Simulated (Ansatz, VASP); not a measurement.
## Two plane-wave programs on AlN

```
Al N
1.0
     0.00000    2.18399    2.18399
     2.18399    0.00000    2.18399
     2.18399    2.18399    0.00000
Al N
1 1
Direct
  0.00000 0.00000 0.00000
  0.25000 0.25000 0.25000
```

Alike in both runs: task single point; functional r2SCAN; dispersion D3(BJ); k mesh 10 × 10 × 10; occupations fermi-dirac, width 0.05 eV; no spin polarisation.

```csv
,VASP,Ansatz
version,VASP 6.6.1,Ansatz 0.2.0
potentials or method,"VASP PAW PBE potentials, release 64 (Al, N)",Ansatz PAW
plane-wave cutoff (eV),520,500
valence electrons in the cell,8,8
```

Ansatz gave:

```
gap on the k mesh at the Fermi level (eV) : 3.94
least direct gap on the mesh (eV)         : 4.85
pressure (GPa)                            : -1.7
```

Problem. Which values does VASP return?

Solution. gap on the k mesh at the Fermi level (eV): 3.93; least direct gap on the mesh (eV): 4.89; pressure (GPa): -2.1.

VASP's potentials were made for PBE, not for r2SCAN.
